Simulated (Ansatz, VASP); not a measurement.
**KRb2IrN6 in VASP and in Ansatz**

POSCAR

```
KRb2IrN6
1.0
    0.0000000000      4.4050050000      4.4050050000
    4.4050050000      0.0000000000      4.4050050000
    4.4050050000      4.4050050000      0.0000000000
K N Ir Rb
1 6 1 2
Direct
    0.5000000000      0.5000000000      0.5000000000
    0.7760000000      0.2240000000      0.2240000000
    0.2240000000      0.7760000000      0.2240000000
    0.2240000000      0.7760000000      0.7760000000
    0.7760000000      0.2240000000      0.7760000000
    0.2240000000      0.2240000000      0.7760000000
    0.7760000000      0.7760000000      0.2240000000
    0.0000000000      0.0000000000      0.0000000000
    0.2500000000      0.2500000000      0.2500000000
    0.7500000000      0.7500000000      0.7500000000
```

The input INCAR.step1:

```
SYSTEM = KRb2IrN6
PREC     = Accurate       ! precision mode
ENCUT    = 520            ! plane-wave cutoff, eV
ISMEAR   = -1             ! smearing method
SIGMA    = 0.0184         ! smearing width, eV
LREAL    = .False.        ! projectors in reciprocal space
LASPH    = .True.         ! aspherical terms in the spheres
NELM     = 60             ! most SCF steps
NBANDS   = 44             ! bands
GGA      = PE             ! functional
ALGO     = Normal         ! electronic algorithm
EDIFF    = 1E-4           ! SCF threshold, eV
LWAVE    = .True.         ! write WAVECAR
LCHARG   = .False.        ! write CHGCAR
```

File INCAR.step2:

```
SYSTEM = KRb2IrN6
PREC     = Accurate       ! precision mode
ENCUT    = 520            ! plane-wave cutoff, eV
EDIFF    = 1E-6           ! SCF threshold, eV
ISMEAR   = -1             ! smearing method
SIGMA    = 0.0184         ! smearing width, eV
LREAL    = .False.        ! projectors in reciprocal space
LASPH    = .True.         ! aspherical terms in the spheres
NELM     = 60             ! most SCF steps
ALGO     = Normal         ! electronic algorithm
ISIF     = 2              ! what is computed and relaxed
LWAVE    = .False.        ! write WAVECAR
LCHARG   = .False.        ! write CHGCAR
METAGGA  = R2SCAN         ! meta-GGA
LMIXTAU  = .True.       
NBANDS   = 44             ! bands
ISTART   = 1
```

File KPOINTS:

```
regular mesh
0
Gamma
  7 7 7
  0 0 0
```

Input for Ansatz:

```yaml
crystal:
  lattice:
    - [0.0, 4.405005, 4.405005]
    - [4.405005, 0.0, 4.405005]
    - [4.405005, 4.405005, 0.0]
  atoms:
    - { symbol: K, position: [0.5, 0.5, 0.5] }
    - { symbol: "N", position: [0.776, 0.224, 0.224] }
    - { symbol: "N", position: [0.224, 0.776, 0.224] }
    - { symbol: "N", position: [0.224, 0.776, 0.776] }
    - { symbol: "N", position: [0.776, 0.224, 0.776] }
    - { symbol: "N", position: [0.224, 0.224, 0.776] }
    - { symbol: "N", position: [0.776, 0.776, 0.224] }
    - { symbol: Ir, position: [0.0, 0.0, 0.0] }
    - { symbol: Rb, position: [0.25, 0.25, 0.25] }
    - { symbol: Rb, position: [0.75, 0.75, 0.75] }
  symmetry: { tolerance: 0.0003 }
kpoints:
  mp_grid: { grid: [7, 7, 7], shift: [0, 0, 0] }
  band_path:
    path:
      - [0.0, 0.0, 0.0]
      - [0.5, 0.0, 0.5]
      - [0.625, 0.25, 0.625]
      - [0.375, 0.375, 0.75]
      - [0.0, 0.0, 0.0]
      - [0.5, 0.5, 0.5]
      - [0.5, 0.25, 0.75]
      - [0.5, 0.0, 0.5]
    npoints: 10
magnetization:
  spin_polarized: false
scf:
  occupations: { method: fermi_dirac, width: 0.0184 }
  lower_state_search: "off"
  max_iter: 200
hamiltonian:
  pseudopotentials: { kind: paw }
  xc: r2scan
basis:
  ecutwfc: 500
  fft_grid_basis: typed
output:
  forces: true
  stress: true
  eigenvalues: true
  bader: true
  populations: true
  elf: true
  write_potential: true
  volumetric_format: npy
  dos:
    e_range: [-12, 8]
    de: 0.05
    projected: { site_lists: { Ir: [Ir], K: [K], "N": ["N"], Rb: [Rb] } }
  write_density: true
checkpoint:
  read: saved_state
```

Alike in both runs: task single point; functional r2SCAN; k mesh 7 × 7 × 7; occupations fermi-dirac, width 0.0184 eV; no spin polarisation.

|  | VASP | Ansatz |
| --- | --- | --- |
| version | VASP 6.6.1 | Ansatz 0.2.0 |
| potentials or method | VASP PAW PBE potentials, release 64 (K_sv, N, Ir, Rb_sv), cutoff 520 eV | PAW plane waves |
| valence electrons in the cell | 66 | 74 |

```csv
,VASP,Ansatz,Ansatz less VASP
pressure (GPa),-0.3,-1.2,-0.99
rms of the force components (eV/Å),1.269,1.386,+0.1175
```

VASP's potentials were made for PBE, not for r2SCAN. Atom by atom the forces differ by 0.118 eV/Å (rms over components). With one functional, cell and mesh, what is left measures potentials, basis and numerics. VASP's potentials hold 66 valence electrons a cell and Ansatz's 74, so a difference there can come from the potentials and not from the codes.

Neither program's run includes spin-orbit coupling.
